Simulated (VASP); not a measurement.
# MgO (F-43m) in VASP: a series of runs

Runs on MgO. Level: PBEsol. Tasks: single point.

All numbers are computed with VASP 6.6.1; they aren't measurements. Logs are shortened: lines on timing, memory, paths and dates and some standing lists are left out, and cuts for length are marked.

## 1. The cell of the first run

Symmetry: F-43m, No. 216, cubic system. Conventional cell: a = 4.553 Å, b = 4.553 Å, c = 4.553 Å, α = 90.00°, β = 90.00°, γ = 90.00°. Within 2.6 Å of Mg (site symmetry -43m) lie 4 O at 1.97 Å. O (site symmetry -43m) has 4 Mg at 1.97 Å within 2.6 Å.

## 2. Single point, PBEsol

Input file INCAR:

```
PREC = Accurate
ENCUT = 600
EDIFF = 1E-6
ISMEAR = 0
SIGMA = 0.05
LREAL = False
LASPH = True
NELM = 120
ALGO = Normal
ISIF = 2
LWAVE = False
LCHARG = False
GGA = PS
NBANDS = 11
GGA_COMPAT = False
```

Input file KPOINTS:

```
regular mesh
0
Gamma
  6 6 6
```

Input file POSCAR:

```
MgO
1.0
    0.0000000000      2.2766075815      2.2766075815
    2.2766075815      0.0000000000      2.2766075815
    2.2766075815      2.2766075815      0.0000000000
Mg O
1 1
Direct
    0.0000000000      0.0000000000      0.0000000000
    0.2500000000      0.2500000000      0.2500000000
```

Potentials or basis: VASP PAW PBE potentials, release 64 (Mg, O).

Run with:

```
cat potpaw_PBE.64/Mg/POTCAR potpaw_PBE.64/O/POTCAR > POTCAR
mpirun -np 1 vasp_std > vasp.out
```

OUTCAR:

```text
PREC = Accurate
   ENCUT = 600
   EDIFF = 1E-6
   ISMEAR = 0
   LREAL = False
   LASPH = True
   NELM = 120
   ISIF = 2
   GGA = PS

 ion  position               nearest neighbor table
   1  0.000  0.000  0.000-   2 1.97   2 1.97   2 1.97   2 1.97
   2  0.250  0.250  0.250-   1 1.97   1 1.97   1 1.97   1 1.97

  LATTYP: Found a face centered cubic cell.
 ALAT       =     4.5532151630

  Lattice vectors:

 A1 = (   0.0000000000,   2.2766075815,   2.2766075815)
 A2 = (   2.2766075815,   0.0000000000,   2.2766075815)
 A3 = (   2.2766075815,   2.2766075815,   0.0000000000)

Analysis of symmetry for initial positions (statically):
=====================================================================
 Subroutine PRICEL returns:
 Original cell was already a primitive cell.

 Routine SETGRP: Setting up the symmetry group for a
 face centered cubic supercell.

 Subroutine GETGRP returns: Found 24 space group operations
 (whereof 24 operations were pure point group operations)
 out of a pool of 48 trial point group operations.

The static configuration has the point symmetry T_d .

Analysis of symmetry for dynamics (positions and initial velocities):
=====================================================================
 Subroutine PRICEL returns:
 Original cell was already a primitive cell.

 Routine SETGRP: Setting up the symmetry group for a
 face centered cubic supercell.

 Subroutine GETGRP returns: Found 24 space group operations
 (whereof 24 operations were pure point group operations)
 out of a pool of 48 trial point group operations.

The dynamic configuration has the point symmetry T_d .

 Subroutine INISYM returns: Found 24 space group operations
 (whereof 24 operations are pure point group operations),
 and found     1 'primitive' translations

----------------------------------------------------------------------------------------

                                     Primitive cell

  volume of cell :      23.5991

  direct lattice vectors                    reciprocal lattice vectors
     0.000000000  2.276607581  2.276607581    -0.219625026  0.219625026  0.219625026
     2.276607581  0.000000000  2.276607581     0.219625026 -0.219625026  0.219625026
     2.276607581  2.276607581  0.000000000     0.219625026  0.219625026 -0.219625026

  length of vectors
     3.219609318  3.219609318  3.219609318     0.380401704  0.380401704  0.380401704

  position of ions in fractional coordinates (direct lattice)
     0.000000000  0.000000000  0.000000000
     0.250000000  0.250000000  0.250000000

  ion indices of the primitive-cell ions
   primitive index   ion index
                 1           1
                 2           2

----------------------------------------------------------------------------------------

 KPOINTS: regular mesh

Automatic generation of k-mesh.
 Grid dimensions read from file:
 generate k-points for:    6    6    6

 Generating k-lattice:

  Cartesian coordinates                     Fractional coordinates (reciprocal lattice)
    -0.036604171  0.036604171  0.036604171     0.166666667  0.000000000  0.000000000
     0.036604171 -0.036604171  0.036604171     0.000000000  0.166666667  0.000000000
     0.036604171  0.036604171 -0.036604171     0.000000000  0.000000000  0.166666667

  Length of vectors
     0.063400284  0.063400284  0.063400284

  Shift w.r.t. Gamma in fractional coordinates (k-lattice)
     0.000000000  0.000000000  0.000000000

 Subroutine IBZKPT returns following result:
 ===========================================

 Found     16 irreducible k-points:

 Following reciprocal coordinates:
            Coordinates               Weight
  0.000000  0.000000  0.000000      1.000000
  0.166667  0.000000  0.000000      8.000000
  0.333333  0.000000  0.000000      8.000000
  0.500000  0.000000  0.000000      4.000000
  0.166667  0.166667  0.000000      6.000000
  0.333333  0.166667  0.000000     24.000000
[... 8 lines left out ...]
 -0.333333  0.333333  0.166667     24.000000
 -0.333333  0.500000  0.166667     12.000000
   k-points           NKPTS =     16   k-points in BZ     NKDIM =     16   number of bands    NBANDS=     11
   number of dos      NEDOS =    301   number of ions     NIONS =      2
   total plane-waves  NPLWV =  21952
   dimension x,y,z NGX =    28 NGY =   28 NGZ =   28
   dimension x,y,z NGXF=    56 NGYF=   56 NGZF=   56
   ions per type =               1   1
   NGX,Y,Z   is equivalent  to a cutoff of  14.46, 14.46, 14.46 a.u.
   NGXF,Y,Z  is equivalent  to a cutoff of  28.92, 28.92, 28.92 a.u.
 SYSTEM =  unknown system
   PREC   = accura    normal or accurate (medium, high low for compatibility)
   ISTART =      0    job   : 0-new  1-cont  2-samecut
   ICHARG =      2    charge: 1-file 2-atom 10-const
   ISPIN  =      1    spin polarized calculation?
   LNONCOLLINEAR =      F non collinear calculations
   LSORBIT =      F    spin-orbit coupling
   LASPH  =      T    aspherical Exc in radial PAW
   ENCUT  =  600.0 eV  44.10 Ry    6.64 a.u.   6.43  6.43  6.43*2*pi/ulx,y,z
   NELM   =    120;   NELMIN=  2; NELMDL= -5     # of ELM steps
   EDIFF  = 0.1E-05   stopping-criterion for ELM
   LREAL  =      F    real-space projection
   EDIFFG = 0.1E-04   stopping-criterion for IOM
   NSW    =      0    number of steps for IOM
   IBRION =     -1    ionic relax: 0-MD 1-quasi-New 2-CG
   NFREE  =      0    steps in history (QN), initial steepest desc. (CG)
   ISIF   =      2    stress and relaxation
   ISYM   =      2    0-nonsym 1-usesym 2-fastsym
   POTIM  = 0.5000    time-step for ionic-motion
   TEBEG  =    0.0;   TEEND  =   0.0 temperature during run
   PSTRESS=    0.0 pullay stress
   NELECT =       8.0000    total number of electrons
   NUPDOWN=      -1.0000    fix difference up-down
   EMIN   =  10.00;   EMAX   =-10.00  energy-range for DOS
   EFERMI =   0.00;   METHOD = LEGACY
   ISMEAR =     0;   SIGMA  =   0.05  broadening in eV -4-tet -1-fermi 0-gaus
   EFERMI_NEDOS =   21; number of points for ismear=-14 and -15
   IALGO  =     38    algorithm
   IMIX   =      4    mixing-type and parameters
     AMIX     =   0.40;   BMIX     =  1.00
     AMIX_MAG =   1.60;   BMIX_MAG =  1.00
  volume/ion in A,a.u.               =      11.80        79.63
  Fermi-wavevector in a.u.,A,eV,Ry     =   1.141493  2.157109 17.728482  1.303007
  Thomas-Fermi vector in A             =   2.278193
   LORBIT       =      0    0 simple, 1 ext, 2 COOP (PROOUT), +10 PAW based schemes
   GGA     = PS    functional components
   LHFCALC =     F    Hartree Fock is set to
   AEXX    =    0.0000 exact exchange contribution
   IVDW    =     0    specifies the selected vdW correction
   LEPSILON=     F    determine dielectric tensor
   LRPA    =     F    only Hartree local field effects (RPA)
 non-spin polarized calculation
 Gauss-broadening in eV      SIGMA  =   0.05
  energy-cutoff  :      600.00
  volume of cell :       23.60
 maximum number of plane-waves:       797
 NGX is ok and might be reduce to    28
   NGX = 13   NGY = 13   NGZ = 13

 number of electron       8.0000001 magnetization

 Free energy of the ion-electron system (eV)
  ---------------------------------------------------
  ext. energy  EPLUGINS =         0.00000000
  ---------------------------------------------------
  free energy    TOTEN  =       -12.20573905 eV

  energy without entropy =      -12.20573905  energy(sigma->0) =      -12.20573905

 E-fermi :   0.9701     XC(G=0):  -9.9862

 val. band max:        0.6959495289   @ k =   0.0000   0.0000   0.0000
 cond. band min:       4.2652709268   @ k =   0.0000   0.0000   0.0000
 fundamental gap:      3.5693213979
 Fermi energy:         0.9701385323

 k-point     1 :       0.0000    0.0000    0.0000
  band No.  band energies     occupation
      1     -15.1464      2.00000
      2       0.6959      2.00000
      3       0.6959      2.00000
      4       0.6959      2.00000
      5       4.2653      0.00000
      6      17.4775      0.00000
      7      17.4775      0.00000
      8      17.4775      0.00000
      9      20.9803      0.00000
     10      20.9804      0.00000
     11      21.0437      0.00000

 k-point     2 :       0.1667    0.0000    0.0000
  band No.  band energies     occupation
      1     -14.9833      2.00000
      2      -0.4066      2.00000
      3       0.6479      2.00000
      4       0.6479      2.00000
      5       5.5857      0.00000
      6      15.3900      0.00000
      7      17.1614      0.00000
      8      17.1614      0.00000
      9      19.3322      0.00000
     10      19.3322      0.00000
     11      20.1343      0.00000

 k-point     3 :       0.3333    0.0000    0.0000
  band No.  band energies     occupation
      1     -14.6358      2.00000
      2      -1.8353      2.00000
      3       0.5554      2.00000
      4       0.5554      2.00000
      5       7.6899      0.00000
      6      12.3929      0.00000
      7      15.8018      0.00000
      8      15.8018      0.00000
      9      19.9630      0.00000
     10      20.8815      0.00000
     11      20.8815      0.00000

 k-point     4 :       0.5000    0.0000    0.0000
  band No.  band energies     occupation
      1     -14.4498      2.00000
      2      -2.4102      2.00000
      3       0.5106      2.00000
      4       0.5106      2.00000
      5       9.4077      0.00000
      6      10.3288      0.00000
      7      15.2468      0.00000
      8      15.2468      0.00000
      9      20.3092      0.00000
     10      22.4579      0.00000
     11      22.4579      0.00000
[... 127 lines left out ...]
 k-point    14 :       0.5000    0.3333    0.1667
  band No.  band energies     occupation
      1     -14.4126      2.00000
      2      -1.6312      2.00000
      3      -0.3206      2.00000
      4       0.2252      2.00000
      5       8.2599      0.00000
      6      11.9729      0.00000
      7      14.0743      0.00000
      8      16.0678      0.00000
      9      19.1042      0.00000
     10      22.5365      0.00000
     11      24.8816      0.00000

 k-point    15 :      -0.3333    0.3333    0.1667
  band No.  band energies     occupation
      1     -14.2923      2.00000
      2      -1.5925      2.00000
      3      -0.6906      2.00000
      4       0.0548      2.00000
      5       8.7037      0.00000
      6      11.5427      0.00000
      7      13.9825      0.00000
      8      15.6743      0.00000
      9      20.4950      0.00000
     10      21.3424      0.00000
     11      26.1484      0.00000

 k-point    16 :      -0.3333    0.5000    0.1667
  band No.  band energies     occupation
      1     -14.2395      2.00000
      2      -1.4728      2.00000
      3      -0.5622      2.00000
      4      -0.3034      2.00000
      5       7.8529      0.00000
      6      12.1511      0.00000
      7      14.6889      0.00000
      8      15.2401      0.00000
      9      19.1667      0.00000
     10      23.4694      0.00000
     11      24.6101      0.00000

------------------------ aborting loop because EDIFF is reached ----------------------------------------

  FORCE on cell =-STRESS in cart. coord.  units (eV):
  Direction    XX          YY          ZZ          XY          YZ          ZX
  --------------------------------------------------------------------------------------
  -------------------------------------------------------------------------------------
  Total        0.1999720      0.1999720      0.1999720      0.0000000      0.0000000      0.0000000
  in kB       13.5764165     13.5764165     13.5764165      0.0000000      0.0000000      0.0000000
  external PRESSURE =      13.5764165 kB  Pullay stress =       0.0000000 kB

 VOLUME and BASIS-vectors are now :
 -----------------------------------------------------------------------------
  energy-cutoff  :      600.00
  volume of cell :       23.60
      direct lattice vectors                 reciprocal lattice vectors
     0.000000000  2.276607581  2.276607581    -0.219625026  0.219625026  0.219625026
     2.276607581  0.000000000  2.276607581     0.219625026 -0.219625026  0.219625026
     2.276607581  2.276607581  0.000000000     0.219625026  0.219625026 -0.219625026

 POSITION                                       TOTAL-FORCE (eV/Angst)
 -----------------------------------------------------------------------------------
      0.00000      0.00000      0.00000        -0.000000     -0.000000     -0.000000
      1.13830      1.13830      1.13830         0.000000      0.000000      0.000000
 -----------------------------------------------------------------------------------
    total drift:                                0.000000      0.000000      0.000000

  FREE ENERGIE OF THE ION-ELECTRON SYSTEM (eV)
  ---------------------------------------------------
  free  energy   TOTEN  =       -12.2057390479 eV

  energy  without entropy=      -12.2057390479  energy(sigma->0) =      -12.20573905
```

It took 27 s on 1 thread of Intel Xeon 8259CL, shared host; peak memory 0.15 GiB.

Results:

* Free energy: -12.2057 eV
* Pressure: 1.4 GPa
* Band gap on the k mesh: 3.57 eV, direct

Caveat: the PAW data sets were made with another functional, which shifts forces and pressure a little. As with any semilocal functional, this PBEsol gap is likely too small.

## 3. Single point, PBEsol

This run uses another cell than the first one, of 11.97 Å³/atom, 1.015 times its volume.

Input file INCAR:

```
ALGO = Normal ; EDIFF = 1E-6
ENCUT = 600 ; GGA = PS
GGA_COMPAT = F ; ISIF = 2
ISMEAR = 0 ; LASPH = T
LCHARG = F ; LREAL = F
LWAVE = F ; NBANDS = 11
NELM = 120 ; PREC = Accurate
SIGMA = 0.05
```

Input file KPOINTS:

```
k-points
0
Gamma
  6 6 6
```

Input file POSCAR:

```
MgO
1.0
    0.0000000000      2.2877431846      2.2877431846
    2.2877431846      0.0000000000      2.2877431846
    2.2877431846      2.2877431846      0.0000000000
Mg O
1 1
Direct
    0.0000000000      0.0000000000      0.0000000000
    0.2500000000      0.2500000000      0.2500000000
```

Potentials or basis: VASP PAW PBE potentials, release 64 (Mg, O).

Run with:

```
cat potpaw_PBE.64/Mg/POTCAR potpaw_PBE.64/O/POTCAR > POTCAR
mpirun -np 1 vasp_std > vasp.out
```

Wall time 24 s (1 thread of Intel Xeon 8259CL, shared host); peak memory 0.15 GiB.

Results (log left out):

```
Free energy            : -12.2074 eV
Pressure               : -0.5 GPa
Band gap on the k mesh : 3.49 eV, direct
```

Levels at points of the mesh, in eV from the valence-band top:
| k point | band 1 | band 2 | band 3 | band 4 | band 5 | band 6 | band 7 | band 8 | band 9 |
| --- | --- | --- | --- | --- | --- | --- | --- | --- | --- |
| (0.00, 0.00, 0.00) | -15.80 | 0.00 | 0.00 | 0.00 | 3.49 | 16.62 | 16.62 | 16.62 | 20.15 |
| (0.50, 0.00, 0.00) | -15.12 | -3.07 | -0.18 | -0.18 | 8.61 | 9.52 | 14.44 | 14.44 | 19.42 |
| (0.50, 0.50, 0.00) | -14.93 | -2.53 | -0.75 | -0.75 | 6.08 | 11.34 | 13.96 | 16.47 | 16.47 |

Caveat: the PAW data sets were made with another functional, which shifts forces and pressure a little. As with any semilocal functional, this PBEsol gap is likely too small.

## 4. Single point, PBEsol (volume scaled by 1.000 of the coarse rest volume)

Input file INCAR:

```
SYSTEM = MgO
PREC = Accurate ; ENCUT = 600
EDIFF = 1E-6 ; ISMEAR = 0
SIGMA = 0.02 ; LREAL = .FALSE.
LASPH = .TRUE. ; NELM = 120
ALGO = Normal ; ISIF = 2
LWAVE = .FALSE. ; LCHARG = .FALSE.
GGA = PS ; NBANDS = 11
GGA_COMPAT = .FALSE.
```

Input file KPOINTS:

```
regular mesh
0
G
  8 8 8
  0 0 0
```

Input file POSCAR:

```
MgO
1.0
    0.0000000000      2.2877000000      2.2877000000
    2.2877000000      0.0000000000      2.2877000000
    2.2877000000      2.2877000000      0.0000000000
Mg O
1 1
Direct
    0.0000000000      0.0000000000      0.0000000000
    0.2500000000      0.2500000000      0.2500000000
```

Run with:

```
cat potpaw_PBE.64/Mg/POTCAR potpaw_PBE.64/O/POTCAR > POTCAR
mpirun -np 1 vasp_std > vasp.out
```

Wall time 40 s (1 thread of Intel Xeon 8259CL, shared host); peak memory 0.16 GiB.

It converged, with:

| Quantity | Value |
| --- | --- |
| Free energy | -12.2076 eV |
| Pressure | -0.5 GPa |
| Band gap on the k mesh | 3.49 eV, direct |

Levels at points of the mesh, in eV from the valence-band top:
| k point | band 2 | band 3 | band 4 | band 5 | band 6 | band 7 |
| --- | --- | --- | --- | --- | --- | --- |
| (0.00, 0.00, 0.00) | 0.00 | 0.00 | 0.00 | 3.49 | 16.62 | 16.62 |
| (0.50, 0.00, 0.00) | -3.07 | -0.18 | -0.18 | 8.61 | 9.52 | 14.44 |
| (0.50, 0.50, 0.00) | -2.53 | -0.75 | -0.75 | 6.09 | 11.35 | 13.96 |

Caveat: the cell differs from its parent crystal (volume scaled by 1.000 of the coarse rest volume); the PAW data sets were made with another functional, which shifts forces and pressure a little.

## 5. Summary

| cell | k mesh | smearing | gap on the mesh (eV) | pressure (GPa) |
| --- | --- | --- | --- | --- |
| a = 3.220 Å, angles 60.0°, 2 atoms | 6 × 6 × 6 | gaussian 0.05 eV | 3.57 | 1.4 |
| a = 3.235 Å, angles 60.0°, 2 atoms | 6 × 6 × 6 | gaussian 0.05 eV | 3.49 | -0.5 |
| a = 3.235 Å, angles 60.0°, 2 atoms | 8 × 8 × 8 | gaussian 0.02 eV | 3.49 | -0.5 |

Alike in all rows: task single point; level PBEsol; potentials or basis VASP PAW PBE potentials, release 64 (Mg, O); no spin polarisation; cutoff (eV) 600.

Caveats: the PAW data sets were made with another functional, which shifts forces and pressure a little.

Total energies depend on the potentials used, so only differences within one code and one set of settings carry meaning.
